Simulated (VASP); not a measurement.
Input of a VASP 6.6.1 run:

File POSCAR:

```
ZnO
1.0
    0.0000000000      2.1337703963      2.1337703963
    2.0966427914      0.0000000000      2.1337703963
    2.0966427914      2.1337703963      0.0000000000
Zn O
1 1
Direct
    0.0000000000      0.0000000000      0.0000000000
    0.5000000000      0.5000000000      0.5000000000
```

Contents of INCAR.step1:

```
SYSTEM = ZnO
ALGO     = Normal         ! electronic algorithm
EDIFF    = 1E-4           ! SCF threshold, eV
ENCUT    = 520            ! plane-wave cutoff, eV
GGA      = PE             ! functional
ISMEAR   = 0              ! smearing method
LASPH    = .True.         ! aspherical terms in the spheres
LCHARG   = .False.        ! write CHGCAR
LREAL    = .False.        ! projectors in reciprocal space
LWAVE    = .True.         ! write WAVECAR
NBANDS   = 16             ! bands
NELM     = 100            ! most SCF steps
PREC     = Accurate       ! precision mode
SIGMA    = 0.01           ! smearing width, eV
```

INCAR.step2

```
SYSTEM = ZnO
ALGO     = Normal         ! electronic algorithm
EDIFF    = 1E-6           ! SCF threshold, eV
ENCUT    = 520            ! plane-wave cutoff, eV
ISIF     = 2              ! what is computed and relaxed
ISMEAR   = 0              ! smearing method
ISTART   = 1            
LASPH    = .True.         ! aspherical terms in the spheres
LCHARG   = .False.        ! write CHGCAR
LMIXTAU  = .True.       
LREAL    = .False.        ! projectors in reciprocal space
LWAVE    = .False.        ! write WAVECAR
METAGGA  = R2SCAN         ! meta-GGA
NBANDS   = 16             ! bands
NELM     = 100            ! most SCF steps
PREC     = Accurate       ! precision mode
SIGMA    = 0.01           ! smearing width, eV
```

KPOINTS

```
k-points
0
Gamma
  10 10 10
  0 0 0
```

Potentials or basis: VASP PAW PBE potentials, release 64 (Zn, O).

Command:

```sh
$ cat potpaw_PBE.64/Zn/POTCAR potpaw_PBE.64/O/POTCAR > POTCAR
$ cp INCAR.step1 INCAR
$ mpirun -np 1 vasp_std > vasp.out
$ cp INCAR.step2 INCAR
$ mpirun -np 1 vasp_std > vasp.out
```

(1) Predict the pressure.

(2) Estimate the band gap on the k mesh.

## Answers

(1) 5.1 GPa.

(2) 1.58 eV, indirect (least direct gap 3.12 eV).

Caveat: the cell differs from its parent crystal (uniaxial x strain -1.7%); the PAW data sets were made with another functional, which shifts forces and pressure a little.
